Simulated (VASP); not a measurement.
Wanted: the native input for a VASP 6.6.1 run.

| Property | Result |
| --- | --- |
| Task | single point |
| Functional | LDA |
| Potentials or basis | VASP PAW LDA potentials, release 64 (In_d, P) |
| Cutoff | 520 eV |
| k mesh | 6 × 6 × 6 |
| Occupations | fermi-dirac, width 0.05 eV |
| Spin | no spin polarisation |
| Dipole correction | no |
| Further INCAR settings | ALGO = Normal; EDIFF = 1e-06; NBANDS = 16 |

The structure of InP lies in POSCAR:

```
InP
1.0
    0.0000000000      2.9305000000      2.9305000000
    2.9305000000      0.0000000000      2.9305000000
    2.9305000000      2.9305000000      0.0000000000
In P
1 1
Direct
    0.0000000000      0.0000000000      0.0000000000
    0.7500000000      0.7500000000      0.7500000000
```

The input as run:

INCAR

```
ALGO     = Normal         # electronic algorithm
EDIFF    = 1E-6           # SCF threshold, eV
ENCUT    = 520            # plane-wave cutoff, eV
ISIF     = 2              # what is computed and relaxed
ISMEAR   = -1             # smearing method
LASPH    = T              # aspherical terms in the spheres
LCHARG   = F              # write CHGCAR
LREAL    = F              # projectors in reciprocal space
LWAVE    = F              # write WAVECAR
NBANDS   = 16             # bands
NELM     = 80             # most SCF steps
PREC     = Accurate       # precision mode
SIGMA    = 0.05           # smearing width, eV
```

KPOINTS

```
k-points
0
Gamma
  6 6 6
```

Potentials or basis: VASP PAW LDA potentials, release 64 (In_d, P).

Run with:

```sh
$ cat potpaw_LDA.64/In_d/POTCAR potpaw_LDA.64/P/POTCAR > POTCAR
$ mpirun -np 1 vasp_std > vasp.out
```

It gave:

```json
{"Pressure": "-1.2 GPa", "Band gap on the k mesh": "0.51 eV, direct"}
```

Caveat: spin-orbit coupling is left out, which moves the levels of the heavy elements.

Run time: 8.8 s on 1 thread of Intel(R) Xeon(R) Platinum 8488C (Sapphire Rapids), on a shared host, peak memory 0.15 GiB.
